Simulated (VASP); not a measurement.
# TiAl (Pmmm) in VASP: a series of runs

Runs on TiAl. Level: PBEsol. Tasks: single point.

Everything below comes from runs of VASP 6.6.1. Logs are shortened: lines on timing, memory, paths and dates and some standing lists are left out, and cuts for length are marked.

### Step 1. The cell of the first run

Symmetry: Pmmm, No. 47, orthorhombic system. The conventional cell has a = 2.925 Å, b = 3.156 Å, c = 3.504 Å, α = 90.00°, β = 90.00°, γ = 90.00°. Within 3.7 Å of Ti (site symmetry mmm) lie 8 Al at 2.77 Å and 6 Ti at 2.93 to 3.50 Å. Within 3.7 Å of Al (site symmetry mmm) lie 8 Ti at 2.77 Å and 6 Al at 2.93 to 3.50 Å.

### Step 2. Single point, PBEsol (normal strain along x -0.0733, normal strain along y +0.1100)

Input file INCAR:

```
ALGO = Fast ; EDIFF = 1E-7
ENCUT = 520 ; GGA = PS
ISIF = 2 ; ISMEAR = 0
LASPH = True ; LCHARG = False
LREAL = False ; LWAVE = False
NBANDS = 14 ; NELM = 80
PREC = Accurate ; SIGMA = 0.15
```

Input file KPOINTS:

```
k-points
0
Gamma
  14 14 14
```

Input file POSCAR:

```
TiAl
1.0
    2.9250135935      0.0000000000      0.0000000000
    0.0000000000      3.5035773053      0.0000000000
    0.0000000000      0.0000000000      3.1563759507
Ti Al
1 1
Direct
    0.0000000000      0.0000000000      0.0000000000
    0.5000000000      0.5000000000      0.5000000000
```

Potentials or basis: VASP PAW PBE potentials, release 64 (Ti_sv, Al).

Run with:

```
cat potpaw_PBE.64/Ti_sv/POTCAR potpaw_PBE.64/Al/POTCAR > POTCAR
mpirun -np 1 vasp_std > vasp.out
```

OUTCAR:

```text
EDIFF = 1E-7
   ENCUT = 520
   GGA = PS
   ISIF = 2
   ISMEAR = 0
   LASPH = True
   LREAL = False
   NELM = 80
   PREC = Accurate

 ion  position               nearest neighbor table
   1  0.000  0.000  0.000-   2 2.77   2 2.77   2 2.77   2 2.77   2 2.77   2 2.77   2 2.77   2 2.77

   2  0.500  0.500  0.500-   1 2.77   1 2.77   1 2.77   1 2.77   1 2.77   1 2.77   1 2.77   1 2.77

  LATTYP: Found a simple orthorhombic cell.
 ALAT       =     2.9250135935
 B/A-ratio  =     1.0790978742
 C/A-ratio  =     1.1977986404

  Lattice vectors:

 A1 = (  -2.9250135935,   0.0000000000,   0.0000000000)
 A2 = (   0.0000000000,   0.0000000000,   3.1563759507)
 A3 = (   0.0000000000,   3.5035773053,   0.0000000000)

Analysis of symmetry for initial positions (statically):
=====================================================================
 Subroutine PRICEL returns:
 Original cell was already a primitive cell.

 Routine SETGRP: Setting up the symmetry group for a
 simple orthorhombic supercell.

 Subroutine GETGRP returns: Found  8 space group operations
 (whereof  8 operations were pure point group operations)
 out of a pool of  8 trial point group operations.

The static configuration has the point symmetry D_2h.

Analysis of symmetry for dynamics (positions and initial velocities):
=====================================================================
 Subroutine PRICEL returns:
 Original cell was already a primitive cell.

 Routine SETGRP: Setting up the symmetry group for a
 simple orthorhombic supercell.

 Subroutine GETGRP returns: Found  8 space group operations
 (whereof  8 operations were pure point group operations)
 out of a pool of  8 trial point group operations.

The dynamic configuration has the point symmetry D_2h.

 Subroutine INISYM returns: Found  8 space group operations
 (whereof  8 operations are pure point group operations),
 and found     1 'primitive' translations

----------------------------------------------------------------------------------------

                                     Primitive cell

  volume of cell :      32.3466

  direct lattice vectors                    reciprocal lattice vectors
     2.925013594  0.000000000  0.000000000     0.341878753  0.000000000  0.000000000
     0.000000000  3.503577305  0.000000000     0.000000000  0.285422559  0.000000000
     0.000000000  0.000000000  3.156375951     0.000000000  0.000000000  0.316819040

  length of vectors
     2.925013594  3.503577305  3.156375951     0.341878753  0.285422559  0.316819040

  position of ions in fractional coordinates (direct lattice)
     0.000000000  0.000000000  0.000000000
     0.500000000  0.500000000  0.500000000

  ion indices of the primitive-cell ions
   primitive index   ion index
                 1           1
                 2           2

----------------------------------------------------------------------------------------

 KPOINTS: k-points

Automatic generation of k-mesh.
 Grid dimensions read from file:
 generate k-points for:   14   14   14

 Generating k-lattice:

  Cartesian coordinates                     Fractional coordinates (reciprocal lattice)
     0.024419911  0.000000000  0.000000000     0.071428571  0.000000000  0.000000000
     0.000000000  0.020387326  0.000000000     0.000000000  0.071428571  0.000000000
     0.000000000  0.000000000  0.022629931     0.000000000  0.000000000  0.071428571

  Length of vectors
     0.024419911  0.020387326  0.022629931

  Shift w.r.t. Gamma in fractional coordinates (k-lattice)
     0.000000000  0.000000000  0.000000000

 Subroutine IBZKPT returns following result:
 ===========================================

 Found    512 irreducible k-points:

 Following reciprocal coordinates:
            Coordinates               Weight
  0.000000  0.000000  0.000000      1.000000
  0.071429  0.000000  0.000000      2.000000
  0.142857  0.000000  0.000000      2.000000
  0.214286  0.000000  0.000000      2.000000
  0.285714  0.000000  0.000000      2.000000
  0.357143  0.000000  0.000000      2.000000
[... 16 lines left out ...]
  0.428571  0.142857  0.000000      4.000000
  0.500000  0.142857  0.000000      2.000000
 [... further k-points ...]
   k-points           NKPTS =    512   k-points in BZ     NKDIM =    512   number of bands    NBANDS=     14
   number of dos      NEDOS =    301   number of ions     NIONS =      2
   total plane-waves  NPLWV =  16128
   dimension x,y,z NGX =    24 NGY =   28 NGZ =   24
   dimension x,y,z NGXF=    48 NGYF=   56 NGZF=   48
   ions per type =               1   1
   NGX,Y,Z   is equivalent  to a cutoff of  13.64, 13.29, 12.64 a.u.
   NGXF,Y,Z  is equivalent  to a cutoff of  27.28, 26.57, 25.28 a.u.
 SYSTEM =  unknown system
   PREC   = accura    normal or accurate (medium, high low for compatibility)
   ISTART =      0    job   : 0-new  1-cont  2-samecut
   ICHARG =      2    charge: 1-file 2-atom 10-const
   ISPIN  =      1    spin polarized calculation?
   LNONCOLLINEAR =      F non collinear calculations
   LSORBIT =      F    spin-orbit coupling
   LASPH  =      T    aspherical Exc in radial PAW
   ENCUT  =  520.0 eV  38.22 Ry    6.18 a.u.   5.44  6.51  5.87*2*pi/ulx,y,z
   NELM   =     80;   NELMIN=  2; NELMDL= -5     # of ELM steps
   EDIFF  = 0.1E-06   stopping-criterion for ELM
   LREAL  =      F    real-space projection
   EDIFFG = 0.1E-05   stopping-criterion for IOM
   NSW    =      0    number of steps for IOM
   IBRION =     -1    ionic relax: 0-MD 1-quasi-New 2-CG
   NFREE  =      0    steps in history (QN), initial steepest desc. (CG)
   ISIF   =      2    stress and relaxation
   ISYM   =      2    0-nonsym 1-usesym 2-fastsym
   POTIM  = 0.5000    time-step for ionic-motion
   TEBEG  =    0.0;   TEEND  =   0.0 temperature during run
   PSTRESS=    0.0 pullay stress
   NELECT =      15.0000    total number of electrons
   NUPDOWN=      -1.0000    fix difference up-down
   EMIN   =  10.00;   EMAX   =-10.00  energy-range for DOS
   EFERMI =   0.00;   METHOD = LEGACY
   ISMEAR =     0;   SIGMA  =   0.15  broadening in eV -4-tet -1-fermi 0-gaus
   EFERMI_NEDOS =   21; number of points for ismear=-14 and -15
   IALGO  =     68    algorithm
   IMIX   =      4    mixing-type and parameters
     AMIX     =   0.40;   BMIX     =  1.00
     AMIX_MAG =   1.60;   BMIX_MAG =  1.00
  volume/ion in A,a.u.               =      16.17       109.14
  Fermi-wavevector in a.u.,A,eV,Ry     =   1.267153  2.394572 21.846567  1.605677
  Thomas-Fermi vector in A             =   2.400316
   LORBIT       =      0    0 simple, 1 ext, 2 COOP (PROOUT), +10 PAW based schemes
   GGA     = PS    functional components
   LHFCALC =     F    Hartree Fock is set to
   AEXX    =    0.0000 exact exchange contribution
   IVDW    =     0    specifies the selected vdW correction
   LEPSILON=     F    determine dielectric tensor
   LRPA    =     F    only Hartree local field effects (RPA)
 non-spin polarized calculation
 RMM-DIIS sequential band-by-band and
 Gauss-broadening in eV      SIGMA  =   0.15
  energy-cutoff  :      520.00
  volume of cell :       32.35
 maximum number of plane-waves:       892
 NGX is ok and might be reduce to    24
   NGX = 11   NGY = 13   NGZ = 11

 number of electron      14.9999996 magnetization

 Free energy of the ion-electron system (eV)
  ---------------------------------------------------
  ext. energy  EPLUGINS =         0.00000000
  ---------------------------------------------------
  free energy    TOTEN  =       -13.05473016 eV

  energy without entropy =      -13.02706939  energy(sigma->0) =      -13.04089978

 E-fermi :   8.4681     XC(G=0): -11.1549

 val. band max:        8.4668155878   @ k =   0.3571   0.2857   0.0000
 cond. band min:       8.4706119335   @ k =   0.3571   0.1429   0.1429
 fundamental gap:      0.0037963457
 Fermi energy:         8.4681189363

 k-point     1 :       0.0000    0.0000    0.0000
  band No.  band energies     occupation
      1     -48.0752      2.00000
      2     -24.4790      2.00000
      3     -24.3801      2.00000
      4     -24.2107      2.00000
      5      -0.6478      2.00000
      6       6.9291      2.00000
      7       7.3221      2.00000
      8       9.9978      0.00000
      9      10.5091      0.00000
     10      10.6689      0.00000
     11      10.8794      0.00000
     12      13.2163      0.00000
     13      15.5405      0.00000
     14      16.8559      0.00000

 k-point     2 :       0.0714    0.0000    0.0000
  band No.  band energies     occupation
      1     -48.0733      2.00000
      2     -24.4771      2.00000
      3     -24.3784      2.00000
      4     -24.2289      2.00000
      5      -0.5522      2.00000
      6       6.9821      2.00000
      7       7.3472      2.00000
      8       9.9359      0.00000
      9      10.0158      0.00000
     10      10.6999      0.00000
     11      11.2819      0.00000
     12      13.4367      0.00000
     13      14.7336      0.00000
     14      16.7330      0.00000

 k-point     3 :       0.1429    0.0000    0.0000
  band No.  band energies     occupation
      1     -48.0678      2.00000
      2     -24.4716      2.00000
      3     -24.3736      2.00000
      4     -24.2794      2.00000
      5      -0.2685      2.00000
      6       7.1247      2.00000
      7       7.3786      2.00000
      8       9.3420      0.00000
      9      10.0665      0.00000
     10      10.2991      0.00000
     11      12.0034      0.00000
     12      13.4795      0.00000
     13      13.9686      0.00000
     14      16.5882      0.00000
[... 324 lines left out ...]
 k-point    23 :       0.4286    0.1429    0.0000
  band No.  band energies     occupation
      1     -48.0365      2.00000
      2     -24.5492      2.00000
      3     -24.4536      2.00000
      4     -24.3459      2.00000
      5       2.7020      2.00000
      6       4.8041      2.00000
      7       7.5937      2.00000
      8       8.2835      1.91825
      9       8.9986      0.00000
     10      10.1763      0.00000
     11      12.1803      0.00000
     12      14.0435      0.00000
     13      15.4665      0.00000
     14      17.5300      0.00000

 k-point    24 :       0.5000    0.1429    0.0000
  band No.  band energies     occupation
      1     -48.0346      2.00000
      2     -24.5665      2.00000
      3     -24.4516      2.00000
      4     -24.3442      2.00000
      5       3.5108      2.00000
      6       3.9323      2.00000
      7       7.6295      2.00000
      8       8.2772      1.92813
      9       8.9330      0.00001
     10      10.2004      0.00000
     11      12.2574      0.00000
     12      14.5552      0.00000
     13      14.9807      0.00000
     14      17.6596      0.00000

 [... further k-points ...]
[... 5 lines left out ...]
  --------------------------------------------------------------------------------------
  -------------------------------------------------------------------------------------
  Total       -0.7097679      0.4995359     -1.4523602      0.0000000      0.0000000      0.0000000
  in kB      -35.1559344     24.7428082    -71.9377074      0.0000000      0.0000000      0.0000000
  external PRESSURE =     -27.4502779 kB  Pullay stress =       0.0000000 kB

 VOLUME and BASIS-vectors are now :
 -----------------------------------------------------------------------------
  energy-cutoff  :      520.00
  volume of cell :       32.35
      direct lattice vectors                 reciprocal lattice vectors
     2.925013594  0.000000000  0.000000000     0.341878753  0.000000000  0.000000000
     0.000000000  3.503577305  0.000000000     0.000000000  0.285422559  0.000000000
     0.000000000  0.000000000  3.156375951     0.000000000  0.000000000  0.316819040

 POSITION                                       TOTAL-FORCE (eV/Angst)
 -----------------------------------------------------------------------------------
      0.00000      0.00000      0.00000         0.000000      0.000000      0.000000
      1.46251      1.75179      1.57819         0.000000      0.000000      0.000000
 -----------------------------------------------------------------------------------
    total drift:                               -0.000000      0.000000      0.000000

  FREE ENERGIE OF THE ION-ELECTRON SYSTEM (eV)
  ---------------------------------------------------
  free  energy   TOTEN  =       -13.0547301646 eV

  energy  without entropy=      -13.0270693867  energy(sigma->0) =      -13.04089978
```

Wall time 5.4 min (1 thread of Intel Xeon Platinum 8259CL at 2.50GHz (Skylake/Cascade Lake), shared host); peak memory 0.34 GiB.

Results:

```
Free energy : -13.0547 eV
Pressure    : -2.7 GPa
```

Stress tensor (GPa, compression positive):
```
-3.52  0.00  0.00
 0.00  2.47  0.00
 0.00  0.00 -7.19
```

Caveat: the cell differs from its parent crystal (normal strain along x -0.0733, normal strain along y +0.1100); the PAW data sets were made with another functional, which shifts forces and pressure a little.

### Step 3. Single point, PBEsol (normal strain along x -0.0367, normal strain along y +0.0733)

Input file INCAR:

```
  ALGO = Fast
  EDIFF = 1E-7
  ENCUT = 520
  GGA = PS
  ISIF = 2
  ISMEAR = 0
  LASPH = T
  LCHARG = F
  LREAL = F
  LWAVE = F
  NBANDS = 14
  NELM = 60
  PREC = Accurate
  SIGMA = 0.15
```

KPOINTS is that of step 2.

Input file POSCAR:

```
TiAl
1.0
    3.0405369533      0.0000000000      0.0000000000
    0.0000000000      3.3877383079      0.0000000000
    0.0000000000      0.0000000000      3.1563759507
Ti Al
1 1
Direct
    0.0000000000      0.0000000000      0.0000000000
    0.5000000000      0.5000000000      0.5000000000
```

Potentials or basis: VASP PAW PBE potentials, release 64 (Ti_sv, Al).

Run with:

```
cat potpaw_PBE.64/Ti_sv/POTCAR potpaw_PBE.64/Al/POTCAR > POTCAR
mpirun -np 1 vasp_std > vasp.out
```

It took 5.6 min on 1 thread of Intel Xeon Platinum 8259CL at 2.50GHz (Skylake/Cascade Lake), shared host; peak memory 0.34 GiB.

Results (log left out):

| Item | Value |
| --- | --- |
| Free energy | -13.0085 eV |
| Pressure | -3.5 GPa |

Stress tensor (GPa, compression positive):
```
-5.15  0.00  0.00
 0.00  0.63  0.00
 0.00  0.00 -5.97
```

Levels at points of the mesh, in eV from the Fermi level:
```
           k point  band 6  band 7  band 8  band 9  band 10  band 11
(0.00, 0.00, 0.00)   -1.48   -1.24    1.61    1.84     2.14     2.92
(0.50, 0.00, 0.00)   -4.97   -0.42   -0.36    0.36     1.91     3.55
(0.00, 0.50, 0.00)   -5.21   -0.60    0.29    0.73     2.25     2.36
(0.50, 0.50, 0.00)   -2.34   -1.73   -1.39    0.74     0.95     2.56
(0.00, 0.00, 0.50)   -5.07   -0.48   -0.46    0.76     2.05     3.15
(0.50, 0.00, 0.50)   -1.82   -1.60   -1.25    0.28     0.38     3.03
(0.00, 0.50, 0.50)   -2.43   -2.05   -1.50    1.08     1.20     2.48
(0.50, 0.50, 0.50)   -2.96   -2.95    0.72    2.59     2.73     3.02
```

Caveat: the cell differs from its parent crystal (normal strain along x -0.0367, normal strain along y +0.0733); the PAW data sets were made with another functional, which shifts forces and pressure a little.

### Step 4. Single point, PBEsol (normal strain along x -0.1100, normal strain along y +0.0367)

Input file INCAR:

```
SYSTEM = TiAl
  PREC = Accurate
  ENCUT = 520
  EDIFF = 1E-7
  ISMEAR = 0
  SIGMA = 0.15
  LREAL = .FALSE.
  LASPH = .TRUE.
  NELM = 100
  ALGO = Fast
  ISIF = 2
  LWAVE = .FALSE.
  LCHARG = .FALSE.
  GGA = PS
  NBANDS = 14
```

Input file KPOINTS:

```
regular mesh
0
G
  14 14 14
  0 0 0
```

Input file POSCAR:

```
TiAl
1.0
    2.8091745961      0.0000000000      0.0000000000
    0.0000000000      3.2722149481      0.0000000000
    0.0000000000      0.0000000000      3.1563759507
Ti Al
1 1
Direct
    0.0000000000      0.0000000000      0.0000000000
    0.5000000000      0.5000000000      0.5000000000
```

Run with:

```
cat potpaw_PBE.64/Ti_sv/POTCAR potpaw_PBE.64/Al/POTCAR > POTCAR
mpirun -np 1 vasp_std > vasp.out
```

Run time: 4.4 min. Hardware: 1 thread of Intel Xeon Platinum 8259CL at 2.50GHz (Skylake/Cascade Lake), shared host; peak memory 0.32 GiB.

It converged, with:

| Quantity | Value |
| --- | --- |
| Free energy | -12.9176 eV |
| Pressure | 11.9 GPa |

Stress tensor (GPa, compression positive):
```
12.59  0.00  0.00
 0.00 14.19  0.00
 0.00  0.00  8.90
```

Levels at points of the mesh, in eV from the Fermi level:
```tsv
k point	band 5	band 6	band 7	band 8	band 9	band 10	band 11	band 12
(0.00, 0.00, 0.00)	-9.64	-1.82	-1.47	1.62	2.43	2.57	3.30	4.24
(0.50, 0.00, 0.00)	-5.15	-5.04	-0.46	-0.28	-0.04	2.10	4.65	6.72
(0.00, 0.50, 0.00)	-6.67	-5.52	-0.78	-0.14	1.40	2.71	2.75	6.59
(0.50, 0.50, 0.00)	-4.95	-2.28	-1.38	-1.27	0.41	0.84	3.08	5.73
(0.00, 0.00, 0.50)	-6.34	-5.46	-0.73	-0.57	1.40	2.61	3.22	6.35
(0.50, 0.00, 0.50)	-4.76	-2.01	-1.32	-1.21	0.15	0.52	3.40	5.82
(0.00, 0.50, 0.50)	-5.78	-2.58	-2.37	-1.70	1.67	1.74	2.78	4.47
(0.50, 0.50, 0.50)	-3.28	-3.27	-3.26	1.50	2.98	3.04	3.23	3.66
```

Caveat: the cell differs from its parent crystal (normal strain along x -0.1100, normal strain along y +0.0367); the PAW data sets were made with another functional, which shifts forces and pressure a little.

(Continued in part 2 of 2.)
